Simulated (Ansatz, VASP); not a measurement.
**Mg2B3: VASP beside Ansatz**

The input INCAR:

```
SYSTEM = Mg2B3
  PREC = Accurate
  ENCUT = 600
  EDIFF = 1E-6
  ISMEAR = 0
  SIGMA = 0.1
  LREAL = .FALSE.
  LASPH = .TRUE.
  NELM = 80
  ALGO = Normal
  ISIF = 3
  LWAVE = .FALSE.
  LCHARG = .FALSE.
  GGA = PE
  IBRION = 2
  NSW = 100
  EDIFFG = -0.01
```

KPOINTS

```
regular mesh
0
G
  6 6 12
  0 0 0
```

Contents of POSCAR:

```
Mg2B3
1.0
    6.7547604646      0.0000000000      0.0000000000
    0.0000000000      6.7547604646      0.0000000000
    0.0000000000      0.0000000000      3.1342397257
Mg B
4 6
Direct
    0.7565332013      0.2434667987      0.0000000000
    0.2434667987      0.7565332013      0.0000000000
    0.2434667987      0.2434667987      0.5000000000
    0.7565332013      0.7565332013      0.5000000000
    0.5000000000      0.0000000000      0.7500000000
    0.5000000000      0.0000000000      0.2500000000
    0.0000000000      0.5000000000      0.7500000000
    0.0000000000      0.5000000000      0.2500000000
    0.0000000000      0.0000000000      0.7500000000
    0.0000000000      0.0000000000      0.2500000000
```

Input for Ansatz:

```yaml
crystal:
  lattice:
    - [6.7547604646, 0.0, 0.0]
    - [0.0, 6.7547604646, 0.0]
    - [0.0, 0.0, 3.1342397257]
  atoms:
    - { symbol: Mg, position: [0.7565332013, 0.2434667987, 0.0] }
    - { symbol: Mg, position: [0.2434667987, 0.7565332013, 0.0] }
    - { symbol: Mg, position: [0.2434667987, 0.2434667987, 0.5] }
    - { symbol: Mg, position: [0.7565332013, 0.7565332013, 0.5] }
    - { symbol: B, position: [0.5, 0.0, 0.75] }
    - { symbol: B, position: [0.5, 0.0, 0.25] }
    - { symbol: B, position: [0.0, 0.5, 0.75] }
    - { symbol: B, position: [0.0, 0.5, 0.25] }
    - { symbol: B, position: [0.0, 0.0, 0.75] }
    - { symbol: B, position: [0.0, 0.0, 0.25] }
basis:
  ecutwfc: 420
kpoints:
  mp_grid: { grid: [6, 6, 12] }
hamiltonian:
  xc: pbe
scf:
  occupations: { method: gaussian, width: 0.1 }
output:
  forces: true
  stress: true
  eigenvalues: true
  write_density: true
  write_potential: true
  elf: true
  volumetric_format: npy
relax:
  adjacent_minimum: "off"
  f_tol: 0.01
  max_steps: 80
  cell: { stress_tol: 0.05 }
```

Change from the starting cell: species swapped into the Ti2H3 type (P4_2/mcm, No. 132).

Alike in both runs: task relaxation of cell and atoms; functional PBE; k mesh 6 × 6 × 12; occupations gaussian, width 0.1 eV; no spin polarisation.

```csv
,VASP,Ansatz
version,VASP 6.6.1,Ansatz 0.2.0
potentials or method,"VASP PAW PBE potentials, release 64 (Mg, B), cutoff 600 eV","scalar-relativistic, plane waves, PAW"
valence electrons in the cell,26,58
```

```tsv
	VASP	Ansatz	Ansatz less VASP
gap on the k mesh at the Fermi level, each at its own relaxed structure (eV)	none	none	-
relaxed volume (Å³/atom)	14.12	14.14	+0.023
relaxed cell length with the largest relative difference (Å)	6.703	6.708	+0.0049
```

A gap of «none» marks a metal or a gap that the smearing closes. VASP's potentials hold 26 valence electrons a cell and Ansatz's 58, so a difference there can come from the potentials and not from the codes.
